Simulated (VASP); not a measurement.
# CrO2 (P4_2/mnm) in VASP: notebook, part 2 of 2

VASP 6.6.1.

### Step 3. Single point, PBE+U, collinear spin, ferromagnetic start

This run uses another cell than the first one, of 9.94 Å³/atom, 1.047 times its volume.

Contents of INCAR:

```
SYSTEM = CrO2
ALGO     = Normal         ! electronic algorithm
EDIFF    = 1E-6           ! SCF threshold, eV
ENCUT    = 520            ! plane-wave cutoff, eV
GGA      = PE             ! functional
ISIF     = 2              ! what is computed and relaxed
ISMEAR   = 0              ! smearing method
ISPIN    = 2              ! spin polarisation
LASPH    = .True.         ! aspherical terms in the spheres
LCHARG   = .False.        ! write CHGCAR
LDAU     = .True.         ! DFT+U
LDAUJ    = 0 0          
LDAUL    = 2 -1           ! shell
LDAUPRINT= 1            
LDAUTYPE = 2            
LDAUU    = 3.7 0          ! U, eV
LMAXMIX  = 4              ! l up to which the mixer works
LORBIT   = 11             ! projections on sites
LREAL    = .False.        ! projectors in reciprocal space
LWAVE    = .False.        ! write WAVECAR
MAGMOM   = 2.29 2.29 0 0 0 0 ! initial moments
NBANDS   = 37             ! bands
NELM     = 150            ! most SCF steps
PREC     = Accurate       ! precision mode
SIGMA    = 0.05           ! smearing width, eV
```

Contents of KPOINTS:

```
k-points
0
Gamma
  6 6 8
  0 0 0
```

Contents of POSCAR:

```
CrO2
1.0
    4.4808806439      0.0000000000      0.0000000000
    0.0000000000      4.4808806439      0.0000000000
    0.0000000000      0.0000000000      2.9718266420
Cr O
2 4
Direct
    0.0000000000      0.0000000000      0.0000000000
    0.5000000000      0.5000000000      0.5000000000
    0.3033274095      0.3033274095      0.0000000000
    0.1966725905      0.8033274095      0.5000000000
    0.6966725905      0.6966725905      0.0000000000
    0.8033274095      0.1966725905      0.5000000000
```

Potentials or basis: VASP PAW PBE potentials, release 64 (Cr_pv, O).

Command:

```console
$ cat potpaw_PBE.64/Cr_pv/POTCAR potpaw_PBE.64/O/POTCAR > POTCAR
$ mpirun -np 1 vasp_std > vasp.out
```

OUTCAR:

```text
SYSTEM = CrO2
   EDIFF = 1E-6
   ENCUT = 520
   GGA = PE
   ISIF = 2
   ISMEAR = 0
   ISPIN = 2
   LASPH = .True.
   LORBIT = 11
   LREAL = .False.
   NELM = 150
   PREC = Accurate

 ion  position               nearest neighbor table
   1  0.000  0.000  0.000-   3 1.92   5 1.92   4 1.94   6 1.94   4 1.94   6 1.94
   2  0.500  0.500  0.500-   4 1.92   6 1.92   5 1.94   3 1.94   3 1.94   5 1.94
   3  0.303  0.303  0.000-   1 1.92   2 1.94   2 1.94
   4  0.197  0.803  0.500-   2 1.92   1 1.94   1 1.94
   5  0.697  0.697  0.000-   1 1.92   2 1.94   2 1.94
   6  0.803  0.197  0.500-   2 1.92   1 1.94   1 1.94

  LATTYP: Found a simple tetragonal cell.
 ALAT       =     4.4808806439
 C/A-ratio  =     0.6632237897

  Lattice vectors:

 A1 = (   4.4808806439,   0.0000000000,   0.0000000000)
 A2 = (   0.0000000000,   4.4808806439,   0.0000000000)
 A3 = (   0.0000000000,   0.0000000000,   2.9718266420)

Analysis of symmetry for initial positions (statically):
=====================================================================
 Subroutine PRICEL returns:
 Original cell was already a primitive cell.

 Routine SETGRP: Setting up the symmetry group for a
 simple tetragonal supercell.

 Subroutine GETGRP returns: Found 16 space group operations
 (whereof  8 operations were pure point group operations)
 out of a pool of 16 trial point group operations.

The static configuration has the point symmetry D_2h.
 The point group associated with its full space group is D_4h.

Analysis of symmetry for dynamics (positions and initial velocities):
=====================================================================
 Subroutine PRICEL returns:
 Original cell was already a primitive cell.

 Routine SETGRP: Setting up the symmetry group for a
 simple tetragonal supercell.

 Subroutine GETGRP returns: Found 16 space group operations
 (whereof  8 operations were pure point group operations)
 out of a pool of 16 trial point group operations.

The dynamic configuration has the point symmetry D_2h.
 The point group associated with its full space group is D_4h.

Analysis of structural, dynamic, and magnetic symmetry:
=====================================================================
 Subroutine PRICEL returns:
 Original cell was already a primitive cell.

 Routine SETGRP: Setting up the symmetry group for a
 simple tetragonal supercell.

 Subroutine GETGRP returns: Found 16 space group operations
 (whereof  8 operations were pure point group operations)
 out of a pool of 16 trial point group operations.

The overall configuration has the point symmetry D_2h.
 The point group associated with its full space group is D_4h.

 Subroutine INISYM returns: Found 16 space group operations
 (whereof  8 operations are pure point group operations),
 and found     1 'primitive' translations

----------------------------------------------------------------------------------------

[... 186 lines left out ...]
  0.0000  0.0000 -0.0000  0.0000  0.5568

spin component  2

  0.2138  0.0000  0.1052  0.0000 -0.0000
  0.0000  0.1782  0.0000  0.1032  0.0000
  0.1052  0.0000  0.1255  0.0000  0.0000
  0.0000  0.1032  0.0000  0.1782  0.0000
 -0.0000  0.0000  0.0000  0.0000  0.0864

 occupancies and eigenvectors

  o =  0.0556  v =  0.0000  0.0000  0.0000  0.0000  0.0000 -0.5536 -0.0000  0.8328  0.0000 -0.0000      0.0000  0.0000  0.0000  0.0000  0.0000  0.0000  0.0000  0.0000  0.0000  0.0000
  o =  0.0749  v =  0.0000  0.0000  0.0000  0.0000  0.0000  0.0000  0.7071  0.0000 -0.7071 -0.0000      0.0000  0.0000  0.0000  0.0000  0.0000  0.0000  0.0000  0.0000  0.0000  0.0000
  o =  0.0864  v =  0.0000  0.0000  0.0000  0.0000  0.0000 -0.0000  0.0000  0.0000  0.0000  1.0000      0.0000  0.0000  0.0000  0.0000  0.0000  0.0000  0.0000  0.0000  0.0000  0.0000
  o =  0.2814  v =  0.0000  0.0000  0.0000  0.0000  0.0000  0.0000  0.7071  0.0000  0.7071 -0.0000      0.0000  0.0000  0.0000  0.0000  0.0000  0.0000  0.0000  0.0000  0.0000  0.0000
  o =  0.2837  v =  0.0000  0.0000  0.0000  0.0000  0.0000 -0.8328 -0.0000 -0.5536  0.0000 -0.0000      0.0000  0.0000  0.0000  0.0000  0.0000  0.0000  0.0000  0.0000  0.0000  0.0000
  o =  0.3839  v =  0.0000 -0.7071  0.0000 -0.7071 -0.0000  0.0000  0.0000  0.0000  0.0000  0.0000      0.0000  0.0000  0.0000  0.0000  0.0000  0.0000  0.0000  0.0000  0.0000  0.0000
  o =  0.4190  v = -0.8225 -0.0000 -0.5687 -0.0000 -0.0000  0.0000  0.0000  0.0000  0.0000  0.0000      0.0000  0.0000  0.0000  0.0000  0.0000  0.0000  0.0000  0.0000  0.0000  0.0000
  o =  0.5568  v =  0.0000  0.0000  0.0000  0.0000 -1.0000  0.0000  0.0000  0.0000  0.0000  0.0000      0.0000  0.0000  0.0000  0.0000  0.0000  0.0000  0.0000  0.0000  0.0000  0.0000
  o =  0.8646  v = -0.0000 -0.7071  0.0000  0.7071 -0.0000  0.0000  0.0000  0.0000  0.0000  0.0000      0.0000  0.0000  0.0000  0.0000  0.0000  0.0000  0.0000  0.0000  0.0000  0.0000
  o =  0.9509  v = -0.5687  0.0000  0.8225 -0.0000 -0.0000  0.0000  0.0000  0.0000  0.0000  0.0000      0.0000  0.0000  0.0000  0.0000  0.0000  0.0000  0.0000  0.0000  0.0000  0.0000

 number of electron      48.0000002 magnetization       4.0000535

 Free energy of the ion-electron system (eV)
  ---------------------------------------------------
  ext. energy  EPLUGINS =         0.00000000
  ---------------------------------------------------
  free energy    TOTEN  =       -44.36084268 eV

  energy without entropy =      -44.35920157  energy(sigma->0) =      -44.36002213

 E-fermi :   4.7979     XC(G=0): -11.6415

 val. band max:        4.7958213928   @ k =   0.0000   0.0000   0.2500
 cond. band min:       4.8295735507   @ k =   0.3333   0.3333   0.5000
 fundamental gap:      0.0337521579
 Fermi energy:         4.7979155669

 spin component 1

 k-point     1 :       0.0000    0.0000    0.0000
  band No.  band energies     occupation
      1     -40.0287      1.00000
      2     -40.0287      1.00000
      3     -39.9627      1.00000
      4     -39.9627      1.00000
      5     -39.7779      1.00000
      6     -39.7664      1.00000
[... 1865 lines left out ...]
     35      16.0472      0.00000
     36      16.0472      0.00000

 [... further k-points ...]

 [bands above 36 left out]

------------------------ aborting loop because EDIFF is reached ----------------------------------------

  FORCE on cell =-STRESS in cart. coord.  units (eV):
  Direction    XX          YY          ZZ          XY          YZ          ZX
  --------------------------------------------------------------------------------------
  -------------------------------------------------------------------------------------
  Total        0.2322193      0.2322193      0.7511986      0.0000000      0.0000000      0.0000000
  in kB        6.2353196      6.2353196     20.1704275      0.0000000      0.0000000      0.0000000
  external PRESSURE =      10.8803556 kB  Pullay stress =       0.0000000 kB

 VOLUME and BASIS-vectors are now :
 -----------------------------------------------------------------------------
  energy-cutoff  :      520.00
  volume of cell :       59.67
      direct lattice vectors                 reciprocal lattice vectors
     4.480880644  0.000000000  0.000000000     0.223170417  0.000000000  0.000000000
     0.000000000  4.480880644  0.000000000     0.000000000  0.223170417  0.000000000
     0.000000000  0.000000000  2.971826642     0.000000000  0.000000000  0.336493383

 POSITION                                       TOTAL-FORCE (eV/Angst)
 -----------------------------------------------------------------------------------
      0.00000      0.00000      0.00000         0.000000      0.000000      0.000000
      2.24044      2.24044      1.48591         0.000000      0.000000      0.000000
      1.35917      1.35917      0.00000        -0.141313     -0.141313      0.000000
      0.88127      3.59961      1.48591         0.141313     -0.141313      0.000000
      3.12171      3.12171      0.00000         0.141313      0.141313     -0.000000
      3.59961      0.88127      1.48591        -0.141313      0.141313     -0.000000
 -----------------------------------------------------------------------------------
    total drift:                                0.000000      0.000000     -0.000000

  FREE ENERGIE OF THE ION-ELECTRON SYSTEM (eV)
  ---------------------------------------------------
  free  energy   TOTEN  =       -44.3608426781 eV

  energy  without entropy=      -44.3592015728  energy(sigma->0) =      -44.36002213

 total charge

# of ion       s       p       d       tot
------------------------------------------
    1        0.355   6.432   3.923  10.710
    2        0.355   6.432   3.923  10.710
    3        1.570   3.453   0.000   5.024
    4        1.570   3.453   0.000   5.024
    5        1.570   3.453   0.000   5.024
    6        1.570   3.453   0.000   5.024
--------------------------------------------------
tot          6.992  26.679   7.845  41.516

 magnetization (x)

# of ion       s       p       d       tot
------------------------------------------
    1        0.029   0.035   2.389   2.453
    2        0.029   0.035   2.389   2.453
    3       -0.006  -0.214   0.000  -0.220
    4       -0.006  -0.214   0.000  -0.220
    5       -0.006  -0.214   0.000  -0.220
    6       -0.006  -0.214   0.000  -0.220
--------------------------------------------------
tot          0.032  -0.787   4.778   4.023
```

Run time: 2 min. Hardware: 1 thread of Intel Xeon 6975P-C (Granite Rapids), shared host; peak memory 0.29 GiB.

What came out:

| Quantity | Value |
| --- | --- |
| Free energy | -44.3608 eV |
| Pressure | 1.1 GPa |
| Largest force | 0.200 eV/Å |
| Band gap on the k mesh | zero (filled and empty bands overlap) |
| Net moment | 4.00 μB per cell |
| Site moments | Cr +2.45; O -0.22 μB |
| Valence electrons inside the program's atomic spheres | Cr 10.71; O 5.02 |

Forces on the atoms (eV/Å):
```
Cr   0.000  0.000  0.000
Cr   0.000  0.000  0.000
O   -0.141 -0.141  0.000
O    0.141 -0.141  0.000
O    0.141  0.141  0.000
O   -0.141  0.141  0.000
```

Eigenvalues of the final occupation matrices:
```tsv
site	spin	trace	eigenvalues
site 1 d	1	3.18	0.38 0.42 0.56 0.86 0.95
site 1 d	2	0.78	0.06 0.07 0.09 0.28 0.28
site 2 d	1	3.18	0.38 0.42 0.56 0.86 0.95
site 2 d	2	0.78	0.06 0.07 0.09 0.28 0.28
```

Caveat: only a ferromagnetic start was run, and an antiferromagnetic order may lie lower in energy. The state reached can hang on the start; a lower one may exist.
